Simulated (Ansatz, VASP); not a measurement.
Two plane-wave programs on Os

```
Os
1.0
    -0.23340    2.01171    2.01171
     1.77831    0.00000    1.77831
     1.77831    1.77831    0.00000
Os
1
Direct
  0.00000 0.00000 0.00000
```

Alike in both runs: task single point; functional PBE; k mesh 18 × 18 × 18; occupations gaussian, width 0.1 eV; no spin polarisation.

|  | VASP | Ansatz |
| --- | --- | --- |
| version | VASP 6.6.1 | Ansatz 0.2.0 |
| potentials or method | VASP PAW PBE potentials, release 64 (Os), cutoff 520 eV | scalar-relativistic, plane waves, PAW |
| valence electrons in the cell | 8 | 16 |

|  | VASP | Ansatz | Ansatz less VASP |
| --- | --- | --- | --- |
| gap on the k mesh at the Fermi level (eV) | none | none | - |
| pressure (GPa) | 50.6 | 49.5 | -1.06 |
| traceless stress, the component that is largest in VASP (GPa) | 42.69 | 42.77 | +0.078 |

A gap of «none» marks a metal or a gap that the smearing closes. Both programs put the cell under a high pressure, so it lies far from rest at this level. VASP's potentials hold 8 valence electrons a cell and Ansatz's 16, so a difference there can come from the potentials and not from the codes.

Spin-orbit coupling is off throughout.
